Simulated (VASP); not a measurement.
Set up this calculation in VASP 6.6.1, as the native input.

```
Task                   : single point
Functional             : PBE
Potentials or basis    : VASP PAW PBE potentials, release 64 (Mg, O)
Cutoff                 : 520 eV
k mesh                 : 4 × 4 × 6
Occupations            : gaussian, width 0.1 eV
Spin                   : no spin polarisation
Dipole correction      : no
Further INCAR settings : ALGO = Normal; EDIFF = 1e-06; NBANDS = 19
```

The structure of Mg2O lies in POSCAR:

```
Mg2O
1.0
    5.2901358324      0.0000000000      0.0000000000
    0.0000000000      5.2901358324      0.0000000000
    0.0000000000      0.0000000000      3.4073817867
Mg O
4 2
Direct
    0.3060000000      0.3060000000      0.0000000000
    0.1940000000      0.8060000000      0.5000000000
    0.6940000000      0.6940000000      0.0000000000
    0.8060000000      0.1940000000      0.5000000000
    0.0000000000      0.0000000000      0.0000000000
    0.5000000000      0.5000000000      0.5000000000
```

One way to write it, as run:

INCAR

```
SYSTEM = Mg2O
ALGO = Normal ; EDIFF = 1E-6
ENCUT = 520 ; GGA = PE
ISIF = 2 ; ISMEAR = 0
LASPH = .True. ; LCHARG = .False.
LREAL = .False. ; LWAVE = .False.
NBANDS = 19 ; NELM = 100
PREC = Accurate ; SIGMA = 0.1
```

KPOINTS

```
k-points
0
Gamma
  4 4 6
  0 0 0
```

Potentials or basis: VASP PAW PBE potentials, release 64 (Mg, O).

Command:

```console
$ cat potpaw_PBE.64/Mg/POTCAR potpaw_PBE.64/O/POTCAR > POTCAR
$ mpirun -np 1 vasp_std > vasp.out
```

Results of the run:

```yaml
Pressure: -5.8 GPa
Largest_force: 0.495 eV/Å
Band_gap_on_the_k_mesh: zero (band 10 reaches 4.03 eV, above the bottom of band 11 at 3.39 eV)
```

Run time: 31 s on 1 thread of Intel(R) Xeon(R) Platinum 8488C (Sapphire Rapids), on a shared host, peak memory 0.2 GiB.
